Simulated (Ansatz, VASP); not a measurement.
**Two plane-wave programs on Pb**

INCAR

```
SYSTEM = Pb
  PREC = Accurate
  ENCUT = 600
  EDIFF = 1E-6
  ISMEAR = 0
  SIGMA = 0.1
  LREAL = .FALSE.
  LASPH = .TRUE.
  NELM = 100
  ALGO = Fast
  ISIF = 3
  LWAVE = .FALSE.
  LCHARG = .FALSE.
  GGA = PS
  IBRION = 2
  NSW = 80
  EDIFFG = -0.01
```

Contents of KPOINTS:

```
Automatic mesh
0
G
  12 12 8
  0 0 0
```

The input POSCAR:

```
Pb
1.0
    3.4629392682      0.0000000000      0.0000000000
   -1.7314696341      2.9989933780      0.0000000000
    0.0000000000      0.0000000000      5.6990796430
Pb
2
Direct
    0.3333333333      0.6666666667      0.2500000000
    0.6666666667      0.3333333333      0.7500000000
```

Input for Ansatz:

```yaml
crystal:
  lattice:
    - [3.4629392682, 0.0, 0.0]
    - [-1.7314696341, 2.998993378, 0.0]
    - [0.0, 0.0, 5.699079643]
  atoms:
    - { symbol: Pb, position: [0.3333333333, 0.6666666667, 0.25] }
    - { symbol: Pb, position: [0.6666666667, 0.3333333333, 0.75] }
basis:
  ecutwfc: 420
kpoints:
  mp_grid: { grid: [12, 12, 8] }
hamiltonian:
  xc: pbesol
scf:
  occupations: { method: gaussian, width: 0.1 }
output:
  forces: true
  stress: true
  eigenvalues: true
relax:
  adjacent_minimum: "off"
  f_tol: 0.01
  max_steps: 60
  cell: { stress_tol: 0.1 }
```

Alike in both runs: task relaxation of cell and atoms; functional PBEsol; k mesh 12 × 12 × 8; occupations gaussian, width 0.1 eV; no spin polarisation.

|  | VASP | Ansatz |
| --- | --- | --- |
| version | VASP 6.6.1 | Ansatz 0.2.0 |
| potentials or method | VASP PAW PBE potentials, release 64 (Pb_d), cutoff 600 eV | scalar-relativistic, plane waves, PAW |
| valence electrons in the cell | 28 | 28 |

```tsv
	VASP	Ansatz	Ansatz less VASP
gap on the k mesh at the Fermi level, each at its own relaxed structure (eV)	none	none	-
relaxed volume (Å³/atom)	29.93	29.94	+0.001
relaxed cell length with the largest relative difference (Å)	5.782	5.780	-0.0022
```

VASP's potentials were made for PBE, not for PBEsol. A gap of «none» marks a metal or a gap that the smearing closes.

Spin-orbit coupling is off throughout.
